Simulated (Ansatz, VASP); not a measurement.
One calculation of SrCl2, two programs

INCAR

```
PREC = Accurate
ENCUT = 520
EDIFF = 1E-6
ISMEAR = 0
SIGMA = 0.05
LREAL = F
LASPH = T
NELM = 80
ALGO = Normal
ISIF = 2
LWAVE = F
LCHARG = T
GGA = PS
LELF = T
LVHAR = T
NBANDS = 19
```

File KPOINTS:

```
regular mesh
0
Gamma
  8 8 8
```

Contents of POSCAR:

```
SrCl2
1.0
    2.4416991184      1.4520071126      3.9901315514
   -2.4416991184      1.4520071126      3.9901315514
    0.0000000000     -2.9040142252      3.9901315514
Sr Cl
1 2
Direct
    0.0000000000      0.0000000000      0.0000000000
    0.2499365507      0.2499365507      0.2499365507
    0.7500634493      0.7500634493      0.7500634493
```

Input for Ansatz:

```yaml
crystal:
  lattice:
    - [2.4416991184, 1.4520071126, 3.9901315514]
    - [-2.4416991184, 1.4520071126, 3.9901315514]
    - [0.0, -2.9040142252, 3.9901315514]
  atoms:
    - { symbol: Sr, position: [0.0, 0.0, 0.0] }
    - { symbol: Cl, position: [0.2499365507, 0.2499365507, 0.2499365507] }
    - { symbol: Cl, position: [0.7500634493, 0.7500634493, 0.7500634493] }
basis:
  ecutwfc: 420
  ecutrho_ratio: 4
kpoints:
  mp_grid: { grid: [8, 8, 8] }
hamiltonian:
  xc: pbesol
scf:
  occupations: { method: gaussian, width: 0.05 }
output:
  forces: true
  stress: true
  eigenvalues: true
```

Change from the starting cell: strain e2 = +0.03, atoms carried along.

Alike in both runs: task single point; functional PBEsol; k mesh 8 × 8 × 8; occupations gaussian, width 0.05 eV; no spin polarisation.

|  | VASP | Ansatz |
| --- | --- | --- |
| version | VASP 6.6.1 | Ansatz 0.2.0 |
| potentials or method | VASP PAW PBE potentials, release 64 (Sr_sv, Cl), cutoff 520 eV | scalar-relativistic, plane waves, PAW |
| valence electrons in the cell | 24 | 24 |

```tsv
	VASP	Ansatz	Ansatz less VASP
gap on the k mesh at the Fermi level (eV)	5.10	5.11	+0.010
least direct gap on the mesh (eV)	5.33	5.33	+0.003
pressure (GPa)	-0.9	-1.0	-0.12
traceless stress, the component that is largest in VASP (GPa)	-0.62	-0.61	+0.013
rms of the force components (eV/Å)	0.028	0.027	-0.0015
```

VASP's potentials were made for PBE, not for PBEsol. Atom by atom the forces differ by 0.002 eV/Å (rms over components).
